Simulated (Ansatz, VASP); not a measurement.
## Two plane-wave programs on CdS2O2

File INCAR:

```
PREC     = Accurate       # precision mode
ENCUT    = 600            # plane-wave cutoff, eV
EDIFF    = 1E-7           # SCF threshold, eV
ISMEAR   = 0              # smearing method
SIGMA    = 0.1            # smearing width, eV
LREAL    = F              # projectors in reciprocal space
LASPH    = T              # aspherical terms in the spheres
NELM     = 100            # most SCF steps
ALGO     = Normal         # electronic algorithm
ISIF     = 3              # what is computed and relaxed
LWAVE    = F              # write WAVECAR
LCHARG   = F              # write CHGCAR
GGA      = PE             # functional
IBRION   = 2              # ionic algorithm
NSW      = 100            # ionic steps
EDIFFG   = -0.01          # ionic threshold
```

The input KPOINTS:

```
Automatic mesh
0
Gamma
  12 12 4
```

File POSCAR:

```
CdS2O2
1.0
    3.4473463007      0.0000000000      0.0000000000
   -1.7236731503      2.9854894720      0.0000000000
    0.0000000000      0.0000000000      8.7757004807
Cd S O
1 2 2
Direct
    0.0000000000      0.0000000000      0.0000000000
    0.6666666667      0.3333333333      0.7439597528
    0.3333333333      0.6666666667      0.2560402472
    0.3333333333      0.6666666667      0.6951958506
    0.6666666667      0.3333333333      0.3048041494
```

Input for Ansatz:

```yaml
crystal:
  lattice:
    - [3.4473463007, 0.0, 0.0]
    - [-1.7236731503, 2.985489472, 0.0]
    - [0.0, 0.0, 8.7757004807]
  atoms:
    - { symbol: Cd, position: [0.0, 0.0, 0.0] }
    - { symbol: S, position: [0.6666666667, 0.3333333333, 0.7439597528] }
    - { symbol: S, position: [0.3333333333, 0.6666666667, 0.2560402472] }
    - { symbol: O, position: [0.3333333333, 0.6666666667, 0.6951958506] }
    - { symbol: O, position: [0.6666666667, 0.3333333333, 0.3048041494] }
basis:
  ecutwfc: 420
kpoints:
  mp_grid: { grid: [12, 12, 4] }
hamiltonian:
  xc: pbe
scf:
  occupations: { method: gaussian, width: 0.1 }
output:
  forces: true
  stress: true
  eigenvalues: true
relax:
  adjacent_minimum: "off"
  f_tol: 0.01
  max_steps: 80
  cell: { stress_tol: 0.05 }
```

Change from the starting cell: species swapped into the EuMg2Sb2 type (P-3m1, No. 164).

Alike in both runs: task relaxation of cell and atoms; functional PBE; k mesh 12 × 12 × 4; occupations gaussian, width 0.1 eV; no spin polarisation.

|  | VASP | Ansatz |
| --- | --- | --- |
| version | VASP 6.6.1 | Ansatz 0.2.0 |
| potentials or method | VASP PAW PBE potentials, release 64 (Cd, S, O), cutoff 600 eV | scalar-relativistic, plane waves, PAW |
| valence electrons in the cell | 36 | 44 |

|  | VASP | Ansatz | Ansatz less VASP |
| --- | --- | --- | --- |
| gap on the k mesh at the Fermi level, each at its own relaxed structure (eV) | none | none | - |
| relaxed volume (Å³/atom) | 18.10 | 18.34 | +0.245 |
| relaxed length of the cell vector where the two differ most in proportion (Å) | 8.771 | 8.614 | -0.1564 |

A gap of «none» marks a metal or a gap that the smearing closes. VASP's potentials hold 36 valence electrons a cell and Ansatz's 44, so a difference there can come from the potentials and not from the codes.
